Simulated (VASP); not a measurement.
# Ca8O in VASP: further runs

The runs below take Ca8O through single point, with PBE.

All numbers are computed with VASP 6.6.1; they aren't measurements. Logs are shortened: lines on timing, memory, paths and dates and some standing lists are left out, and cuts for length are marked.

## Step 1: The cell of the first run

The cell holds a slab with vacuum, 9 atoms: a = 7.813 Å, b = 7.813 Å, c = 18.109 Å, α = 90.00°, β = 90.00°, γ = 90.00°.

## Step 2: Single point, PBE

INCAR

```
SYSTEM = Ca8O
PREC = Accurate
ENCUT = 520
EDIFF = 1E-6
ISMEAR = 0
SIGMA = 0.1
LREAL = .False.
LASPH = .True.
NELM = 100
ALGO = Normal
ISIF = 2
LWAVE = .False.
LCHARG = .False.
LDIPOL = .True.
IDIPOL = 3
DIPOL = 0.5 0.5 0.312
GGA = PE
NBANDS = 53
```

KPOINTS

```
Automatic mesh
0
Gamma
  4 4 1
  0 0 0
```

POSCAR

```
Ca8O
1.0
    7.8132359319      0.0000000000      0.0000000000
    0.0000000000      7.8132359319      0.0000000000
    0.0000000000      0.0000000000     18.1093934181
Ca O
8 1
Direct
    0.2500000000      0.2500000000      0.2208798444
    0.2500000000      0.7500000000      0.2208798444
    0.7500000000      0.2500000000      0.2208798444
    0.7500000000      0.7500000000      0.2208798444
    0.0000000000      0.0000000000      0.3649704474
    0.0000000000      0.5000000000      0.3649704474
    0.5000000000      0.0000000000      0.3649704474
    0.5000000000      0.5000000000      0.3649704474
    0.0625000000      0.0625000000      0.4631644888
```

Potentials or basis: VASP PAW PBE potentials, release 64 (Ca_sv, O).

The run is started by

```sh
cat potpaw_PBE.64/Ca_sv/POTCAR potpaw_PBE.64/O/POTCAR > POTCAR
mpirun -np 1 vasp_std > vasp.out
```

OUTCAR:

```text
SYSTEM = Ca8O
   PREC = Accurate
   ENCUT = 520
   EDIFF = 1E-6
   ISMEAR = 0
   LREAL = .False.
   LASPH = .True.
   NELM = 100
   ISIF = 2
   GGA = PE

 ion  position               nearest neighbor table
   1  0.250  0.250  0.221-
   2  0.250  0.750  0.221-
   3  0.750  0.250  0.221-
   4  0.750  0.750  0.221-
   5  0.000  0.000  0.365-   9 1.91
   6  0.000  0.500  0.365-
   7  0.500  0.000  0.365-
   8  0.500  0.500  0.365-
   9  0.062  0.062  0.463-   5 1.91

  LATTYP: Found a simple tetragonal cell.
 ALAT       =     7.8132359319
 C/A-ratio  =     2.3177840239

  Lattice vectors:

 A1 = (   7.8132359319,   0.0000000000,   0.0000000000)
 A2 = (   0.0000000000,   7.8132359319,   0.0000000000)
 A3 = (   0.0000000000,   0.0000000000,  18.1093934181)

Analysis of symmetry for initial positions (statically):
=====================================================================
 Subroutine PRICEL returns:
 Original cell was already a primitive cell.

 Routine SETGRP: Setting up the symmetry group for a
 simple tetragonal supercell.

 Subroutine GETGRP returns: Found  2 space group operations
 (whereof  2 operations were pure point group operations)
 out of a pool of 16 trial point group operations.

The static configuration has the point symmetry C_1h.

Analysis of symmetry for dynamics (positions and initial velocities):
=====================================================================
 Subroutine PRICEL returns:
 Original cell was already a primitive cell.

 Routine SETGRP: Setting up the symmetry group for a
 simple tetragonal supercell.

 Subroutine GETGRP returns: Found  2 space group operations
 (whereof  2 operations were pure point group operations)
 out of a pool of 16 trial point group operations.

The dynamic configuration has the point symmetry C_1h.

 Subroutine INISYM returns: Found  2 space group operations
 (whereof  2 operations are pure point group operations),
 and found     1 'primitive' translations

----------------------------------------------------------------------------------------
[... 94 lines left out ...]
   NFREE  =      0    steps in history (QN), initial steepest desc. (CG)
   ISIF   =      2    stress and relaxation
   ISYM   =      2    0-nonsym 1-usesym 2-fastsym
   POTIM  = 0.5000    time-step for ionic-motion
   TEBEG  =    0.0;   TEEND  =   0.0 temperature during run
   PSTRESS=    0.0 pullay stress
   NELECT =      86.0000    total number of electrons
   NUPDOWN=      -1.0000    fix difference up-down
   EMIN   =  10.00;   EMAX   =-10.00  energy-range for DOS
   EFERMI =   0.00;   METHOD = LEGACY
   ISMEAR =     0;   SIGMA  =   0.10  broadening in eV -4-tet -1-fermi 0-gaus
   EFERMI_NEDOS =   21; number of points for ismear=-14 and -15
   IALGO  =     38    algorithm
   IMIX   =      4    mixing-type and parameters
     AMIX     =   0.40;   BMIX     =  1.00
     AMIX_MAG =   1.60;   BMIX_MAG =  1.00
  volume/ion in A,a.u.               =     122.84       828.93
  Fermi-wavevector in a.u.,A,eV,Ry     =   0.698853  1.320640  6.645021  0.488395
  Thomas-Fermi vector in A             =   1.782571
   LORBIT       =      0    0 simple, 1 ext, 2 COOP (PROOUT), +10 PAW based schemes
   GGA     = PE    functional components
   LHFCALC =     F    Hartree Fock is set to
   AEXX    =    0.0000 exact exchange contribution
   IVDW    =     0    specifies the selected vdW correction
   LEPSILON=     F    determine dielectric tensor
   LRPA    =     F    only Hartree local field effects (RPA)
 non-spin polarized calculation
 Gauss-broadening in eV      SIGMA  =   0.10
  energy-cutoff  :      520.00
  volume of cell :     1105.52
 maximum number of plane-waves:     29798
 NGX is ok and might be reduce to    60
   NGX = 29   NGY = 29   NGZ = 67

 number of electron      86.0000021 magnetization

 dipolmoment           0.000000      0.000000      0.500089 electrons x Angstroem

 Free energy of the ion-electron system (eV)
  ---------------------------------------------------
  ext. energy  EPLUGINS =         0.00000000
  ---------------------------------------------------
  free energy    TOTEN  =       -18.42869800 eV

  energy without entropy =      -18.37551975  energy(sigma->0) =      -18.40210887

 E-fermi :  -1.7264     XC(G=0):  -3.2759

 val. band max:       -1.7463989378   @ k =  -0.2500   0.2500   0.0000
 cond. band min:      -1.7085407971   @ k =   0.0000   0.0000   0.0000
 fundamental gap:      0.0378581407
 Fermi energy:        -1.7264414838

 k-point     1 :       0.0000    0.0000    0.0000
  band No.  band energies     occupation
      1     -44.2887      2.00000
      2     -44.2882      2.00000
      3     -44.2421      2.00000
      4     -44.2364      2.00000
      5     -44.2094      2.00000
      6     -44.2084      2.00000
[... 381 lines left out ...]
     52      -0.6981      0.00000
     53      -0.6900      0.00000

------------------------ aborting loop because EDIFF is reached ----------------------------------------

 vacuum level on the upper side and lower side of the slab       (xc-potential included)         0.609        -0.896

  FORCE on cell =-STRESS in cart. coord.  units (eV):
  Direction    XX          YY          ZZ          XY          YZ          ZX
  --------------------------------------------------------------------------------------
  -------------------------------------------------------------------------------------
  Total       -2.3802646     -2.3802646      1.6138653      0.4044676      0.9277124      0.9277108
  in kB       -3.4496104     -3.4496104      2.3389023      0.5861766      1.3444918      1.3444895
  external PRESSURE =      -1.5201062 kB  Pullay stress =       0.0000000 kB

 VOLUME and BASIS-vectors are now :
 -----------------------------------------------------------------------------
  energy-cutoff  :      520.00
  volume of cell :     1105.52
      direct lattice vectors                 reciprocal lattice vectors
     7.813235932  0.000000000  0.000000000     0.127987944  0.000000000  0.000000000
     0.000000000  7.813235932  0.000000000     0.000000000  0.127987944  0.000000000
     0.000000000  0.000000000 18.109393418     0.000000000  0.000000000  0.055219961

 POSITION                                       TOTAL-FORCE (eV/Angst)
 -----------------------------------------------------------------------------------
      1.95331      1.95331      4.00000         0.075895      0.075895     -0.160706
      1.95331      5.85993      4.00000         0.043968     -0.074339     -0.139068
      5.85993      1.95331      4.00000        -0.074339      0.043968     -0.139068
      5.85993      5.85993      4.00000        -0.022546     -0.022546     -0.083463
      0.00000      0.00000      6.60939        -0.273437     -0.273437     -0.365148
      0.00000      3.90662      6.60939         0.035233     -0.359634      0.384176
      3.90662      0.00000      6.60939        -0.359634      0.035233      0.384176
      3.90662      3.90662      6.60939         0.019370      0.019370     -0.057305
      0.48833      0.48833      8.38763         0.555490      0.555490      0.176405
 -----------------------------------------------------------------------------------
    total drift:                               -0.000018     -0.000018      0.000404

  FREE ENERGIE OF THE ION-ELECTRON SYSTEM (eV)
  ---------------------------------------------------
  free  energy   TOTEN  =       -18.4286980009 eV

  energy  without entropy=      -18.3755197456  energy(sigma->0) =      -18.40210887

 vacuum level on the upper side and lower side of the slab         2.467         0.919
```

It took 9.8 min on 1 thread of Intel Xeon 6975P-C (Granite Rapids), shared host; peak memory 1.1 GiB.

Results:

| Property | Result |
| --- | --- |
| Free energy | -18.4287 eV |
| Largest force | 0.805 eV/Å |
| Band gap on the k mesh | zero (bands 43 and 44 overlap by 0.30 eV) |

Forces on the atoms (eV/Å):
```
Ca   0.076  0.076 -0.161
Ca   0.044 -0.074 -0.139
Ca  -0.074  0.044 -0.139
Ca  -0.023 -0.023 -0.083
Ca  -0.273 -0.273 -0.365
Ca   0.035 -0.360  0.384
Ca  -0.360  0.035  0.384
Ca   0.019  0.019 -0.057
O    0.555  0.555  0.176
```

Levels at points of the mesh, in eV from the Fermi level:
```
           k point  band 41  band 42  band 43  band 44  band 45  band 46
(0.00, 0.00, 0.00)    -0.80    -0.43     0.02     0.11     0.39     0.41
(0.50, 0.00, 0.00)    -0.59    -0.54    -0.42    -0.17     0.42     0.49
(0.50, 0.50, 0.00)    -0.43    -0.22    -0.19     0.07     0.57     0.70
```

## Step 3: Single point, PBE

INCAR

```
SYSTEM = Ca8O
ALGO = Normal ; DIPOL = 0.5 0.5 0.298
EDIFF = 1E-7 ; ENCUT = 520
GGA = PE ; IDIPOL = 3
ISIF = 2 ; ISMEAR = 0
LASPH = .TRUE. ; LCHARG = .FALSE.
LDIPOL = .TRUE. ; LREAL = .FALSE.
LWAVE = .FALSE. ; NBANDS = 53
NELM = 80 ; PREC = Accurate
SIGMA = 0.1
```

KPOINTS

```
k-points
0
G
  4 4 1
  0 0 0
```

Changes to POSCAR since step 2:

```diff
@@ -16,2 +16,2 @@
     0.5000000000      0.5000000000      0.3649704474
-    0.0625000000      0.0625000000      0.4631644888
+    0.1875000000      0.1875000000      0.3354535992
```

Potentials or basis: VASP PAW PBE potentials, release 64 (Ca_sv, O).

The run is started by

```sh
cat potpaw_PBE.64/Ca_sv/POTCAR potpaw_PBE.64/O/POTCAR > POTCAR
mpirun -np 1 vasp_std > vasp.out
```

OUTCAR:

```text
SYSTEM = Ca8O
   EDIFF = 1E-7
   ENCUT = 520
   GGA = PE
   ISIF = 2
   ISMEAR = 0
   LASPH = .TRUE.
   LREAL = .FALSE.
   NELM = 80
   PREC = Accurate

 ion  position               nearest neighbor table
   1  0.250  0.250  0.221-   9 2.19
   2  0.250  0.750  0.221-
   3  0.750  0.250  0.221-
   4  0.750  0.750  0.221-
   5  0.000  0.000  0.365-   9 2.14
   6  0.000  0.500  0.365-
   7  0.500  0.000  0.365-
   8  0.500  0.500  0.365-
   9  0.188  0.188  0.335-   5 2.14   1 2.19
[... 593 lines left out ...]
  Total       -4.2093887     -4.2093887     -0.9985484      1.1825066      0.5672027      0.5672028
  in kB       -6.1004775     -6.1004775     -1.4471512      1.7137536      0.8220214      0.8220215
  external PRESSURE =      -4.5493687 kB  Pullay stress =       0.0000000 kB

 VOLUME and BASIS-vectors are now :
 -----------------------------------------------------------------------------
  energy-cutoff  :      520.00
  volume of cell :     1105.52
      direct lattice vectors                 reciprocal lattice vectors
     7.813235932  0.000000000  0.000000000     0.127987944  0.000000000  0.000000000
     0.000000000  7.813235932  0.000000000     0.000000000  0.127987944  0.000000000
     0.000000000  0.000000000 18.109393418     0.000000000  0.000000000  0.055219961

 POSITION                                       TOTAL-FORCE (eV/Angst)
 -----------------------------------------------------------------------------------
      1.95331      1.95331      4.00000        -0.194685     -0.194685      0.627847
      1.95331      5.85993      4.00000        -0.011873     -0.041875     -0.140049
      5.85993      1.95331      4.00000        -0.041875     -0.011873     -0.140049
      5.85993      5.85993      4.00000        -0.023641     -0.023641     -0.003712
      0.00000      0.00000      6.60939         0.287435      0.287435     -0.027597
      0.00000      3.90662      6.60939         0.334383     -0.595874     -0.149085
      3.90662      0.00000      6.60939        -0.595874      0.334383     -0.149085
      3.90662      3.90662      6.60939        -0.022104     -0.022104     -0.052452
      1.46498      1.46498      6.07486         0.268233      0.268233      0.034182
 -----------------------------------------------------------------------------------
    total drift:                               -0.000001     -0.000001      0.000182

  FREE ENERGIE OF THE ION-ELECTRON SYSTEM (eV)
  ---------------------------------------------------
  free  energy   TOTEN  =       -21.6057801287 eV

  energy  without entropy=      -21.5377075594  energy(sigma->0) =      -21.57174384

 vacuum level on the upper side and lower side of the slab         1.456         1.511
```

stdout:

```text
POSCAR found type information on POSCAR CaO
 POSCAR found :  2 types and       9 ions
 scaLAPACK will be used
 LDA part: xc-table for (Slater+PW92), standard interpolation
 POSCAR, INCAR and KPOINTS ok, starting setup
 FFT: planning ... GRIDC
 FFT: planning ... GRID_SOFT
 FFT: planning ... GRID
 WAVECAR not read
 entering main loop
```

It took 10 min on 1 thread of Intel Xeon 6975P-C (Granite Rapids), shared host; peak memory 1.1 GiB.

What came out:

```
Free energy            : -21.6058 eV
Largest force          : 0.699 eV/Å
Band gap on the k mesh : zero (bands 43 and 44 overlap by 0.04 eV)
```

Forces in eV/Å, atoms in the order of the input:
```
Ca  -0.195 -0.195  0.628
Ca  -0.012 -0.042 -0.140
Ca  -0.042 -0.012 -0.140
Ca  -0.024 -0.024 -0.004
Ca   0.287  0.287 -0.028
Ca   0.334 -0.596 -0.149
Ca  -0.596  0.334 -0.149
Ca  -0.022 -0.022 -0.052
O    0.268  0.268  0.034
```

Levels at points of the mesh, in eV from the Fermi level:
```csv
k point,band 40,band 41,band 42,band 43,band 44,band 45,band 46,band 47
"(0.00, 0.00, 0.00)",-0.82,-0.73,-0.64,-0.03,0.15,0.35,0.37,0.41
"(0.50, 0.00, 0.00)",-0.82,-0.64,-0.57,-0.18,0.02,0.44,0.52,0.57
"(0.50, 0.50, 0.00)",-1.30,-0.53,-0.49,-0.45,0.19,0.59,0.64,0.69
```

The gap in the log of VASP goes by the Fermi energy; the results here count the filled bands.